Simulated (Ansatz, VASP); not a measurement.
**CuO in VASP and in Ansatz**

```
CELL_PARAMETERS angstrom
2.34185 -1.71130 0.00000
2.34185 1.71130 0.00000
-0.85003 0.00000 5.05787
ATOMIC_POSITIONS crystal
Cu 0.50000 0.00000 0.50000
Cu 0.00000 0.50000 0.00000
O 0.41840 0.58160 0.75000
O 0.58160 0.41840 0.25000
```

Alike in both runs: functional r2SCAN; k mesh 10 × 10 × 5; occupations fermi-dirac, width 0.05 eV; no spin polarisation.

```csv
,VASP,Ansatz
version,VASP 6.6.1,Ansatz 0.2.0
potentials or method,"VASP PAW PBE potentials, release 64 (Cu, O)",Ansatz PAW
plane-wave cutoff (eV),520,500
valence electrons in the cell,34,50
task,single point,band structure
```

|  | VASP | Ansatz | Ansatz less VASP |
| --- | --- | --- | --- |
| gap on the k mesh at the Fermi level (eV) | none | none | - |
| pressure (GPa) | -0.3 | -1.3 | -1.00 |
| traceless stress, the component that is largest in VASP (GPa) | 1.46 | 1.83 | +0.366 |
| rms of the force components (eV/Å) | 0.099 | 0.117 | +0.0177 |

VASP's potentials were made for PBE, not for r2SCAN. Atom by atom the forces differ by 0.018 eV/Å (rms over components). A gap of «none» marks a metal or a gap that the smearing closes. VASP's potentials hold 34 valence electrons a cell and Ansatz's 50, so a difference there can come from the potentials and not from the codes.
